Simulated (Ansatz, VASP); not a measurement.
BP in VASP and in Ansatz

INCAR

```
SYSTEM = BP
PREC = Accurate
ENCUT = 500
EDIFF = 1E-6
ISMEAR = -1
SIGMA = 0.15
LREAL = .False.
LASPH = .True.
NELM = 120
ALGO = Normal
ISIF = 2
LWAVE = .False.
LCHARG = .False.
GGA = CA
NBANDS = 11
GGA_COMPAT = .False.
```

Contents of KPOINTS:

```
Automatic mesh
0
Gamma
  16 16 16
  0 0 0
```

File POSCAR:

```
BP
1.0
    0.0000000000      2.1585000000      2.1585000000
    2.1585000000      0.0000000000      2.1585000000
    2.1585000000      2.1585000000      0.0000000000
B P
1 1
Direct
    0.0000000000      0.0000000000      0.0000000000
    0.5000000000      0.5000000000      0.5000000000
```

Input for Ansatz:

```yaml
crystal:
  lattice:
    - [0.0, 2.1585, 2.1585]
    - [2.1585, 0.0, 2.1585]
    - [2.1585, 2.1585, 0.0]
  atoms:
    - { symbol: B, position: [0.0, 0.0, 0.0] }
    - { symbol: P, position: [0.5, 0.5, 0.5] }
basis:
  ecutwfc: 420
kpoints:
  mp_grid: { grid: [16, 16, 16] }
hamiltonian:
  xc: lda
scf:
  occupations: { method: fermi_dirac, width: 0.15 }
output:
  forces: true
  stress: true
  eigenvalues: true
```

Alike in both runs: task single point; functional LDA; k mesh 16 × 16 × 16; occupations fermi-dirac, width 0.15 eV; no spin polarisation.

```csv
,VASP,Ansatz
version,VASP 6.6.1,Ansatz 0.2.0
potentials or method,"VASP PAW LDA potentials, release 64 (B, P), cutoff 500 eV","scalar-relativistic, plane waves, PAW"
valence electrons in the cell,8,8
```

|  | VASP | Ansatz | Ansatz less VASP |
| --- | --- | --- | --- |
| gap on the k mesh at the Fermi level (eV) | none | none | - |
| pressure (GPa) | -5.9 | -5.9 | +0.01 |

LDA's correlation is that of Perdew and Zunger in VASP and of Perdew and Wang (1992) in Ansatz. A gap of «none» marks a metal or a gap that the smearing closes.
